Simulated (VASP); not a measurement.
CuO: single point with PBEsol

The system is CuO.

```xyz
4
Lattice="1.9641 -2.1244 0.0000 1.9641 2.1244 0.0000 0.0000 0.0000 5.0862" Properties=species:S:1:pos:R:3 pbc="T T T"
Cu    0.9820   -1.0622    0.0000
Cu    0.9820    1.0622    2.5431
O     1.9641    0.0000    1.2716
O     1.9641    0.0000    3.8147
```

```json
{"Program": "VASP 6.6.1", "Task": "single point", "Functional": "PBEsol", "Potentials or basis": "VASP PAW PBE potentials, release 64 (Cu, O)", "Cutoff": "520 eV", "k mesh": "9 × 9 × 5", "Occupations": "fermi-dirac, width 0.05 eV", "Spin": "no spin polarisation"}
```

```
Pressure               : 1.3 GPa
Band gap on the k mesh : zero (band 17 reaches 5.88 eV, above the bottom of band 18 at 4.97 eV)
```

Stress tensor (GPa, compression positive):
```
1.49 0.00 0.00
0.00 0.61 0.00
0.00 0.00 1.73
```

Levels at points of the mesh, in eV from the Fermi level:
| k point | band 13 | band 14 | band 15 | band 16 | band 17 | band 18 | band 19 | band 20 | band 21 | band 22 |
| --- | --- | --- | --- | --- | --- | --- | --- | --- | --- | --- |
| (0.00, 0.00, 0.00) | -2.48 | -2.47 | -2.40 | -1.96 | 0.63 | 0.82 | 1.50 | 6.06 | 7.48 | 13.37 |

Run time: 52 s on 1 thread of Intel Xeon 6975P-C, on a shared host, peak memory 0.2 GiB.

Caveat: the PAW data sets were made with another functional, which shifts forces and pressure a little; semilocal functionals often make such compounds metallic where correlation or magnetic order opens a gap, which also shifts bond lengths. With open d or f shells a metallic result of PBEsol can be an artefact of self-interaction; +U or a hybrid may open a gap.
